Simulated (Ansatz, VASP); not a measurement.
# BN in VASP and in Ansatz

```
B N
1.0
     0.00000    1.86173    1.80750
     1.86173    0.00000    1.80750
     1.86173    1.86173    0.00000
B N
1 1
Cartesian
  0.0000 0.0000 0.0000
  2.7926 2.7926 2.7113
```

Change from the starting cell: equal xx and yy strain of +3 %, crystal datasets.

Alike in both runs: task electric field gradients; functional PBEsol; k mesh 13 × 13 × 13; occupations fermi-dirac, width 0.03 eV; no spin polarisation.

```csv
,VASP,Ansatz
version,VASP 6.6.1,Ansatz 0.2.0
potentials or method,"VASP PAW PBE potentials, release 64 (B, N), cutoff 520 eV","all-electron PAW with datasets made for the crystal, scalar-relativistic"
```

```tsv
	VASP	Ansatz	Ansatz less VASP
gap on the k mesh at the Fermi level (eV)	3.80	3.81	+0.007
pressure (GPa)	-22.4	-22.8	-0.38
traceless stress, the component that is largest in VASP (GPa)	10.83	10.85	+0.015
size of Vzz on the site where it differs most (V/Å²)	1.1	0.8	-0.23
```

VASP's potentials were made for PBE, not for PBEsol. Ansatz ran all-electron here, and VASP with PAW potentials.
